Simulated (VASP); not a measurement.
A run of VASP 6.6.1 is set up as follows.

Contents of INCAR:

```
  PREC = Accurate
  ENCUT = 520
  EDIFF = 1E-6
  ISMEAR = 0
  SIGMA = 0.02
  LREAL = False
  LASPH = True
  NELM = 80
  ALGO = Normal
  ISIF = 2
  LWAVE = False
  LCHARG = False
  GGA = PE
  NBANDS = 36
```

KPOINTS

```
regular mesh
0
Gamma
  10 10 10
```

Contents of POSCAR:

```
Cd3SeS2
1.0
   -2.1281814020      2.1281814020      9.0083214016
    2.1281814020     -2.1281814020      9.0083214016
    2.1281814020      2.1281814020     -9.0083214016
Cd Se S
3 1 2
Direct
    0.7500000000      0.2500000000      0.5000000000
    0.0888713359      0.5888713359      0.5000000000
    0.4111286641      0.9111286641      0.5000000000
    0.0000000000      0.0000000000      0.0000000000
    0.3304458047      0.3304458047      0.0000000000
    0.6695541953      0.6695541953      0.0000000000
```

Potentials or basis: VASP PAW PBE potentials, release 64 (Cd, Se, S).

The run is started by

```bash
$ cat potpaw_PBE.64/Cd/POTCAR potpaw_PBE.64/Se/POTCAR potpaw_PBE.64/S/POTCAR > POTCAR
$ mpirun -np 1 vasp_std > vasp.out
```

(1) Estimate the band gap on the k mesh.

(2) What does it give for the pressure?

## Answers

(1) 0.80 eV.

(2) 0.3 GPa.
